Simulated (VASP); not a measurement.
Zn, 4 atoms in the cell. Symmetry: P6_3/mmc, No. 194, hexagonal system. Conventional cell: a = 2.721 Å, b = 2.721 Å, c = 10.191 Å, α = 90.00°, β = 90.00°, γ = 120.00°. Zn (site symmetry -3m) has 12 Zn at 2.72 to 2.99 Å within 3.6 Å. Zn (site symmetry -6m2) has 12 Zn at 2.72 to 2.99 Å within 3.6 Å.  This cell differs from its parent crystal: volume scaled by 1.04.

- Program: VASP 6.6.1
- Task: single point
- Functional: revPBE
- Potentials or basis: VASP PAW PBE potentials, release 64 (Zn)
- Cutoff: 520 eV
- k mesh: 15 × 15 × 4
- Occupations: fermi-dirac, width 0.1 eV
- Spin: no spin polarisation
- Dipole correction: no
- Further INCAR settings: ALGO = Normal; EDIFF = 1e-06; NBANDS = 32

Potentials or basis: VASP PAW PBE potentials, release 64 (Zn).

Launch:

```bash
$ cat potpaw_PBE.64/Zn/POTCAR > POTCAR
$ mpirun -np 1 vasp_std > vasp.out
```

Hardware: 1 thread of Intel(R) Xeon(R) 6975P-C (Granite Rapids) (shared host).

Q: Estimate the wall time of this run.

A: Run time: 56 s on 1 thread of Intel(R) Xeon(R) 6975P-C (Granite Rapids), with other jobs on the host, peak memory 0.25 GiB. Counts: scf iterations 12, k points 81.
